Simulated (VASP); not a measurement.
Input of a VASP 6.6.1 run:

File INCAR:

```
SYSTEM = Ti
PREC = Accurate
ENCUT = 520
EDIFF = 1E-6
ISMEAR = -1
SIGMA = 0.05
LREAL = .FALSE.
LASPH = .TRUE.
NELM = 80
ALGO = Normal
ISIF = 2
LWAVE = .FALSE.
LCHARG = .TRUE.
GGA = PS
LELF = .TRUE.
LVHAR = .TRUE.
NBANDS = 19
```

The input KPOINTS:

```
regular mesh
0
G
  15 15 8
  0 0 0
```

File POSCAR:

```
Ti
1.0
    2.7766043641      0.0000000000      0.0000000000
   -1.3883021821      2.4046099156      0.0000000000
    0.0000000000      0.0000000000      4.4101396098
Ti
2
Direct
    0.3333333333      0.6666666667      0.2500000000
    0.6666666667      0.3333333333      0.7500000000
```

Potentials or basis: VASP PAW PBE potentials, release 64 (Ti_sv).

Command:

```console
$ cat potpaw_PBE.64/Ti_sv/POTCAR > POTCAR
$ mpirun -np 1 vasp_std > vasp.out
```

(1) Estimate the pressure.

(2) Estimate the band gap on the k mesh.

## Answers

(1) 18.4 GPa.

(2) zero (band 12 reaches 11.03 eV, above the bottom of band 13 at 9.76 eV).

Caveat: the PAW data sets were made with another functional, which shifts forces and pressure a little.
